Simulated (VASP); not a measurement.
# Ti4Al12O (a cell with a defect) in VASP: notebook

The runs below take Ti4Al12O (a cell with a defect) through single point, with PBE.

All numbers are computed with VASP 6.6.1; they aren't measurements. Logs are shortened: lines on timing, memory, paths and dates and some standing lists are left out, and cuts for length are marked.

## Step 1: The cell of the first run

The cell holds a defect, 17 atoms: a = 5.437 Å, b = 5.437 Å, c = 8.624 Å, α = 90.00°, β = 90.00°, γ = 90.00°.

## Step 2: Single point, PBE

Contents of INCAR:

```
SYSTEM = Ti4Al12O
PREC = Accurate
ENCUT = 520
EDIFF = 1E-6
ISMEAR = 1
SIGMA = 0.1
LREAL = Auto
LASPH = .True.
NELM = 100
ALGO = Normal
ISIF = 2
LWAVE = .False.
LCHARG = .False.
GGA = PE
NBANDS = 59
```

Contents of KPOINTS:

```
Automatic mesh
0
Gamma
  3 3 2
  0 0 0
```

Contents of POSCAR:

```
Ti4Al12O
1.0
    3.8447514400      3.8447514400      0.0000000000
   -3.8447514400      3.8447514400      0.0000000000
    0.0000000000      0.0000000000      8.6237151300
Ti Al O
4 12 1
Direct
    0.0218033601     -0.0225274641     -0.0007228903
   -0.0030484415      0.4974601167      0.4970436680
    0.5018025300      0.0023015792      0.4970365945
    0.4768766014      0.5223809735     -0.0007166285
    0.0049258061     -0.0056530312      0.4982738803
   -0.0123124995      0.4882636834     -0.0218533425
    0.5110159995      0.0115787719     -0.0218635469
    0.4938186589      0.5054357948      0.4982588055
    0.2494066300      0.2498935276      0.2571774423
    0.2493598130      0.7498915196      0.7415771397
    0.7493624867      0.2499221380      0.7316061471
    0.7493596257      0.7498855375      0.2571872988
    0.2493613735      0.2498880656      0.7460605902
    0.2493473284      0.7499050446      0.2503165941
    0.7494005906      0.2499019807      0.2788484967
    0.7493704196      0.7499077756      0.7460536327
   -0.2506544350      0.2499701255      0.0635706296
```

Potentials or basis: VASP PAW PBE potentials, release 64 (Ti_sv, Al, O).

Command:

```sh
$ cat potpaw_PBE.64/Ti_sv/POTCAR potpaw_PBE.64/Al/POTCAR potpaw_PBE.64/O/POTCAR > POTCAR
$ mpirun -np 1 vasp_std > vasp.out
```

OUTCAR:

```text
SYSTEM = Ti4Al12O
   PREC = Accurate
   ENCUT = 520
   EDIFF = 1E-6
   ISMEAR = 1
   LREAL = Auto
   LASPH = .True.
   NELM = 100
   ISIF = 2
   GGA = PE

 ion  position               nearest neighbor table
   1  0.022  0.977  0.999-  17 2.17   6 2.67   7 2.67  14 2.78   7 2.79   6 2.79  10 2.83  13 2.91
                            16 2.91   9 2.94  12 2.94  11 3.12
   2  0.997  0.497  0.497-  15 2.68   8 2.70   5 2.70   5 2.74   8 2.74  11 2.78  12 2.82   9 2.82
                            10 2.87  14 2.88  13 2.88  16 2.88
   3  0.502  0.002  0.497-  15 2.68   8 2.70   5 2.70   5 2.74   8 2.74  11 2.78  12 2.82   9 2.82
                            10 2.87  14 2.88  16 2.88  13 2.88
   4  0.477  0.522  0.999-  17 2.17   6 2.67   7 2.67  14 2.78   7 2.79   6 2.79  10 2.83  13 2.91
                            16 2.91   9 2.94  12 2.94  11 3.12
   5  0.005  0.994  0.498-   3 2.70   2 2.70  15 2.73   2 2.74   3 2.74  11 2.81  10 2.82  12 2.83
                             9 2.83  14 2.85  13 2.87  16 2.87
   6  0.988  0.488  0.978-  17 1.98   4 2.67   1 2.67  16 2.78  13 2.78   1 2.79   4 2.79  11 2.81
                            10 2.87  12 3.08   9 3.08  14 3.09  15 3.18
   7  0.511  0.012  0.978-  17 1.98   4 2.67   1 2.67  13 2.78  16 2.78   1 2.79   4 2.79  11 2.81
                            10 2.87   9 3.08  12 3.08  14 3.09  15 3.18
   8  0.494  0.505  0.498-   3 2.70   2 2.70  15 2.73   2 2.74   3 2.74  11 2.81  10 2.82   9 2.83
                            12 2.83  14 2.85  13 2.87  16 2.87
   9  0.249  0.250  0.257-  14 2.72  14 2.72  15 2.73  15 2.73   3 2.82   2 2.82   8 2.83   5 2.83
                             4 2.94   1 2.94   7 3.08   6 3.08
  10  0.249  0.750  0.742-  16 2.72  13 2.72  13 2.72  16 2.72   5 2.82   8 2.82   4 2.83   1 2.83
                             6 2.87   7 2.87   2 2.87   3 2.87
  11  0.749  0.250  0.732-  16 2.72  13 2.72  13 2.72  16 2.72   2 2.78   3 2.78   7 2.81   6 2.81
                             8 2.81   5 2.81   1 3.12   4 3.12
  12  0.749  0.750  0.257-  14 2.72  14 2.72  15 2.72  15 2.73   3 2.82   2 2.82   8 2.83   5 2.83
                             4 2.94   1 2.94   6 3.08   7 3.08
  13  0.249  0.250  0.746-  10 2.72  10 2.72  11 2.72  11 2.72   7 2.78   6 2.78   5 2.87   8 2.87
                             2 2.88   3 2.88   1 2.91   4 2.91
  14  0.249  0.750  0.250-  12 2.72   9 2.72   9 2.72  12 2.72   4 2.78   1 2.78   5 2.85   8 2.85
                             3 2.88   2 2.88   6 3.09   7 3.09
  15  0.749  0.250  0.279-  17 1.86   2 2.68   3 2.68  12 2.72   9 2.73   9 2.73  12 2.73   5 2.73
                             8 2.73   6 3.18   7 3.18
  16  0.749  0.750  0.746-  10 2.72  10 2.72  11 2.72  11 2.72   6 2.78   7 2.78   5 2.87   8 2.87
                             3 2.88   2 2.88   1 2.91   4 2.91
  17  0.749  0.250  0.064-  15 1.86   6 1.98   7 1.98   4 2.17   1 2.17

  LATTYP: Found a simple tetragonal cell.
 ALAT       =     5.4372996304
 C/A-ratio  =     1.5860290431

  Lattice vectors:

 A1 = (   3.8447514400,   3.8447514400,   0.0000000000)
 A2 = (  -3.8447514400,   3.8447514400,   0.0000000000)
 A3 = (   0.0000000000,   0.0000000000,   8.6237151300)

Analysis of symmetry for initial positions (statically):
=====================================================================
 Subroutine PRICEL returns:
 Original cell was already a primitive cell.

 Routine SETGRP: Setting up the symmetry group for a
 simple tetragonal supercell.

 Subroutine GETGRP returns: Found  1 space group operations
 (whereof  1 operations were pure point group operations)
 out of a pool of 16 trial point group operations.

The static configuration has the point symmetry C_1 .

Analysis of symmetry for dynamics (positions and initial velocities):
=====================================================================
 Subroutine PRICEL returns:
 Original cell was already a primitive cell.

 Routine SETGRP: Setting up the symmetry group for a
 simple tetragonal supercell.

 Subroutine GETGRP returns: Found  1 space group operations
 (whereof  1 operations were pure point group operations)
 out of a pool of 16 trial point group operations.

The dynamic configuration has the point symmetry C_1 .

 Subroutine INISYM returns: Found  1 space group operations
 (whereof  1 operations are pure point group operations),
 and found     1 'primitive' translations

----------------------------------------------------------------------------------------

                                     Primitive cell

  volume of cell :     254.9535

  direct lattice vectors                    reciprocal lattice vectors
     3.844751440  3.844751440  0.000000000     0.130047419  0.130047419  0.000000000
    -3.844751440  3.844751440  0.000000000    -0.130047419  0.130047419  0.000000000
     0.000000000  0.000000000  8.623715130     0.000000000  0.000000000  0.115959303
[... 57 lines left out ...]

  Length of vectors
     0.061304941  0.061304941  0.057979652

  Shift w.r.t. Gamma in fractional coordinates (k-lattice)
     0.000000000  0.000000000  0.000000000

 Subroutine IBZKPT returns following result:
 ===========================================

 Found     10 irreducible k-points:

 Following reciprocal coordinates:
            Coordinates               Weight
  0.000000  0.000000  0.000000      1.000000
  0.333333  0.000000  0.000000      2.000000
  0.000000  0.333333  0.000000      2.000000
  0.333333  0.333333  0.000000      2.000000
 -0.333333  0.333333  0.000000      2.000000
  0.000000  0.000000  0.500000      1.000000
  0.333333  0.000000  0.500000      2.000000
  0.000000  0.333333  0.500000      2.000000
  0.333333  0.333333  0.500000      2.000000
 -0.333333  0.333333  0.500000      2.000000
   k-points           NKPTS =     10   k-points in BZ     NKDIM =     10   number of bands    NBANDS=     59
   number of dos      NEDOS =    301   number of ions     NIONS =     17
   total plane-waves  NPLWV = 102400
   dimension x,y,z NGX =    40 NGY =   40 NGZ =   64
   dimension x,y,z NGXF=    80 NGYF=   80 NGZF=  128
   ions per type =               4  12   1
   NGX,Y,Z   is equivalent  to a cutoff of  12.23, 12.23, 12.34 a.u.
   NGXF,Y,Z  is equivalent  to a cutoff of  24.46, 24.46, 24.68 a.u.
 SYSTEM =  Ti4Al12O
   PREC   = accura    normal or accurate (medium, high low for compatibility)
   ISTART =      0    job   : 0-new  1-cont  2-samecut
   ICHARG =      2    charge: 1-file 2-atom 10-const
   ISPIN  =      1    spin polarized calculation?
   LNONCOLLINEAR =      F non collinear calculations
   LSORBIT =      F    spin-orbit coupling
   LASPH  =      T    aspherical Exc in radial PAW
   ENCUT  =  520.0 eV  38.22 Ry    6.18 a.u.  10.11 10.11 16.03*2*pi/ulx,y,z
   NELM   =    100;   NELMIN=  2; NELMDL= -5     # of ELM steps
   EDIFF  = 0.1E-05   stopping-criterion for ELM
   LREAL  =      T    real-space projection
   EDIFFG = 0.1E-04   stopping-criterion for IOM
   NSW    =      0    number of steps for IOM
   IBRION =     -1    ionic relax: 0-MD 1-quasi-New 2-CG
   NFREE  =      0    steps in history (QN), initial steepest desc. (CG)
   ISIF   =      2    stress and relaxation
   ISYM   =      2    0-nonsym 1-usesym 2-fastsym
   POTIM  = 0.5000    time-step for ionic-motion
   TEBEG  =    0.0;   TEEND  =   0.0 temperature during run
   PSTRESS=    0.0 pullay stress
   NELECT =      90.0000    total number of electrons
   NUPDOWN=      -1.0000    fix difference up-down
   EMIN   =  10.00;   EMAX   =-10.00  energy-range for DOS
   EFERMI =   0.00;   METHOD = LEGACY
   ISMEAR =     1;   SIGMA  =   0.10  broadening in eV -4-tet -1-fermi 0-gaus
   EFERMI_NEDOS =   21; number of points for ismear=-14 and -15
   IALGO  =     38    algorithm
   IMIX   =      4    mixing-type and parameters
     AMIX     =   0.40;   BMIX     =  1.00
     AMIX_MAG =   1.60;   BMIX_MAG =  1.00
  volume/ion in A,a.u.               =      15.00       101.21
  Fermi-wavevector in a.u.,A,eV,Ry     =   1.157005  2.186423 18.213593  1.338661
  Thomas-Fermi vector in A             =   2.293621
   LORBIT       =      0    0 simple, 1 ext, 2 COOP (PROOUT), +10 PAW based schemes
   GGA     = PE    functional components
   LHFCALC =     F    Hartree Fock is set to
   AEXX    =    0.0000 exact exchange contribution
   IVDW    =     0    specifies the selected vdW correction
   LEPSILON=     F    determine dielectric tensor
   LRPA    =     F    only Hartree local field effects (RPA)
 non-spin polarized calculation
 Methfessel and Paxton  Order N= 1 SIGMA  =   0.10
  energy-cutoff  :      520.00
  volume of cell :      254.95
 maximum number of plane-waves:      6896
   NGX = 21   NGY = 21   NGZ = 33

 number of electron      90.0000003 magnetization

 Free energy of the ion-electron system (eV)
  ---------------------------------------------------
  ext. energy  EPLUGINS =         0.00000000
  ---------------------------------------------------
  free energy    TOTEN  =       -89.67249453 eV

  energy without entropy =      -89.66558673  energy(sigma->0) =      -89.67019193

 E-fermi :   8.5067     XC(G=0): -10.8509

 val. band max:        8.4810601455   @ k =  -0.3333   0.3333   0.0000
 cond. band min:       8.5268081028   @ k =   0.3333   0.3333   0.5000
 fundamental gap:      0.0457479573
 Fermi energy:         8.5067303715

 k-point     1 :       0.0000    0.0000    0.0000
  band No.  band energies     occupation
      1     -48.2943      2.00000
      2     -48.2908      2.00000
      3     -47.8668      2.00000
      4     -47.8644      2.00000
      5     -24.7456      2.00000
      6     -24.6951      2.00000
[... 589 lines left out ...]
     56      10.8134      0.00000
     57      10.9817      0.00000
 [bands above 57 left out]

------------------------ aborting loop because EDIFF is reached ----------------------------------------

  FORCE on cell =-STRESS in cart. coord.  units (eV):
  Direction    XX          YY          ZZ          XY          YZ          ZX
  --------------------------------------------------------------------------------------
  -------------------------------------------------------------------------------------
  Total        6.8835648      3.2091195      6.4555735      0.0042544      0.0025332      0.0081045
  in kB       43.2576630     20.1667325     40.5680821      0.0267356      0.0159188      0.0509303
  external PRESSURE =      34.6641592 kB  Pullay stress =       0.0000000 kB

 VOLUME and BASIS-vectors are now :
 -----------------------------------------------------------------------------
  energy-cutoff  :      520.00
  volume of cell :      254.95
      direct lattice vectors                 reciprocal lattice vectors
     3.844751440  3.844751440  0.000000000     0.130047419  0.130047419  0.000000000
    -3.844751440  3.844751440  0.000000000    -0.130047419  0.130047419  0.000000000
     0.000000000  0.000000000  8.623715130     0.000000000  0.000000000  0.115959303

 POSITION                                       TOTAL-FORCE (eV/Angst)
 -----------------------------------------------------------------------------------
     -3.67431      3.84197      8.61748        -0.014615     -0.004532     -0.005462
      1.92042      5.74564      4.28636         0.003021     -0.003015     -0.013457
      1.92046      1.93815      4.28630         0.002848      0.001600     -0.012448
     -0.17495      3.84190      8.61754         0.005444      0.000166     -0.009732
     -3.80408      3.84196      4.29697        -0.000713      0.000588      0.005321
      1.92016      5.67467      8.43526         0.000443      0.004240      0.006286
[... 9 lines left out ...]
     -0.00207      5.76435      6.43375        -0.000692      0.000831      0.002323
      1.91997      3.84212      0.54822         0.000541     -0.001703      0.007976
 -----------------------------------------------------------------------------------
    total drift:                               -0.011940     -0.018168     -0.050686

  FREE ENERGIE OF THE ION-ELECTRON SYSTEM (eV)
  ---------------------------------------------------
  free  energy   TOTEN  =       -89.6724945283 eV

  energy  without entropy=      -89.6655867281  energy(sigma->0) =      -89.67019193
```

Wall time 2.1 min (1 thread of AMD EPYC 9R45 (Zen 5), shared host); peak memory 0.32 GiB.

Results:

```
Free energy            : -89.6725 eV
Pressure               : 3.5 GPa
Largest force          : 0.016 eV/Å
Band gap on the k mesh : zero (bands 45 and 46 overlap by 0.09 eV)
```

Forces on the atoms (eV/Å):
```
Ti  -0.015 -0.005 -0.005
Ti   0.003 -0.003 -0.013
Ti   0.003  0.002 -0.012
Ti   0.005  0.000 -0.010
Al  -0.001  0.001  0.005
Al   0.000  0.004  0.006
Al   0.001 -0.004  0.007
Al   0.001  0.002  0.007
Al  -0.001 -0.001 -0.001
Al   0.001  0.001  0.007
Al   0.001  0.001 -0.007
Al  -0.001  0.001 -0.001
Al   0.000  0.001  0.002
Al   0.001  0.000 -0.004
Al   0.001 -0.001  0.008
Al  -0.001  0.001  0.002
O    0.001 -0.002  0.008
```

Stress tensor (GPa, compression positive):
```
4.33 0.00 0.01
0.00 2.02 0.00
0.01 0.00 4.06
```

Caveat: the k points lie up to 0.39 Å⁻¹ apart.

## Step 3: Single point, PBE

Contents of INCAR:

```
SYSTEM = Ti4Al12O
ALGO = Normal
EDIFF = 1E-6
ENCUT = 520
GGA = PE
ISIF = 2
ISMEAR = 1
LASPH = .True.
LCHARG = .True.
LELF = .True.
LREAL = Auto
LVHAR = .True.
LWAVE = .False.
NBANDS = 59
NELM = 100
PREC = Accurate
SIGMA = 0.1
```

Contents of KPOINTS:

```
k-points
0
Gamma
  6 6 4
  0 0 0
```

Contents of POSCAR:

```
Ti4Al12O
1.0
    3.8447514400      3.8447514400      0.0000000000
   -3.8447514400      3.8447514400      0.0000000000
    0.0000000000      0.0000000000      8.6237151300
Ti Al O
4 12 1
Direct
    0.0218033200     -0.0225275100     -0.0007229100
   -0.0030484200      0.4974601800      0.4970437100
    0.5018024400      0.0023016100      0.4970365800
    0.4768766500      0.5223809400     -0.0007166800
    0.0049258300     -0.0056530300      0.4982739200
   -0.0123124400      0.4882636200     -0.0218533600
    0.5110159800      0.0115788200     -0.0218635200
    0.4938186500      0.5054357900      0.4982587600
    0.2494065900      0.2498935200      0.2571774600
    0.2493597700      0.7498915700      0.7415771000
    0.7493625700      0.2499221600      0.7316061100
    0.7493596100      0.7498855600      0.2571873000
    0.2493613800      0.2498879800      0.7460605500
    0.2493473300      0.7499049200      0.2503166100
    0.7494005700      0.2499019100      0.2788484800
    0.7493704000      0.7499077200      0.7460536700
   -0.2506544300      0.2499701300      0.0635706200
```

Potentials or basis: VASP PAW PBE potentials, release 64 (Ti_sv, Al, O).

Command:

```sh
$ cat potpaw_PBE.64/Ti_sv/POTCAR potpaw_PBE.64/Al/POTCAR potpaw_PBE.64/O/POTCAR > POTCAR
$ mpirun -np 1 vasp_std > vasp.out
```

It took 27 min on 1 thread of Oxide Virtual Turin-like, shared host; peak memory 0.74 GiB.

Results (log left out):

```yaml
Free_energy: -89.7045 eV
Pressure: 3.5 GPa
Largest_force: 0.286 eV/Å
Band_gap_on_the_k_mesh: zero (bands 45 and 46 overlap by 0.42 eV)
```

Forces in eV/Å, atoms in the order of the input:
```
Ti  -0.040 -0.005 -0.052
Ti   0.003 -0.002  0.070
Ti   0.003  0.000  0.071
Ti   0.031  0.000 -0.056
Al  -0.009  0.001 -0.042
Al   0.000 -0.034  0.106
Al   0.001  0.035  0.107
Al   0.009  0.002 -0.040
Al  -0.001  0.000 -0.085
Al   0.001  0.001 -0.019
Al   0.001  0.001 -0.057
Al  -0.001  0.001 -0.085
Al   0.000  0.001 -0.002
Al   0.001  0.001 -0.050
Al   0.001 -0.001 -0.150
Al  -0.001  0.001 -0.002
O    0.001 -0.002  0.286
```

Stress tensor (GPa, compression positive):
```
4.02 0.00 0.00
0.00 1.19 0.00
0.00 0.00 5.24
```

Levels at points of the mesh, in eV from the Fermi level:
| k point | band 41 | band 42 | band 43 | band 44 | band 45 | band 46 | band 47 | band 48 | band 49 | band 50 |
| --- | --- | --- | --- | --- | --- | --- | --- | --- | --- | --- |
| (0.00, 0.00, 0.00) | -1.12 | -0.79 | -0.78 | -0.59 | -0.38 | 0.49 | 0.53 | 0.59 | 0.65 | 0.79 |
| (0.50, 0.00, 0.00) | -0.96 | -0.62 | -0.46 | -0.32 | 0.02 | 0.14 | 0.16 | 0.87 | 1.00 | 1.45 |
| (0.00, 0.50, 0.00) | -0.96 | -0.62 | -0.46 | -0.32 | 0.02 | 0.14 | 0.16 | 0.87 | 1.00 | 1.45 |
| (0.50, 0.50, 0.00) | -1.06 | -0.31 | -0.07 | 0.02 | 0.13 | 0.18 | 0.21 | 0.58 | 1.37 | 1.64 |
| (0.00, 0.00, 0.50) | -1.19 | -0.96 | -0.76 | -0.55 | -0.04 | 0.62 | 0.63 | 0.70 | 0.77 | 0.77 |
| (0.50, 0.00, 0.50) | -1.11 | -0.99 | -0.58 | -0.49 | -0.45 | 0.06 | 0.21 | 1.15 | 1.34 | 1.41 |
| (0.00, 0.50, 0.50) | -1.11 | -0.99 | -0.58 | -0.49 | -0.45 | 0.06 | 0.21 | 1.15 | 1.34 | 1.41 |
| (0.50, 0.50, 0.50) | -0.41 | -0.23 | -0.02 | 0.23 | 0.29 | 0.35 | 0.37 | 0.42 | 1.39 | 1.64 |

The gap in the log of VASP goes by the Fermi energy; the results here count the filled bands.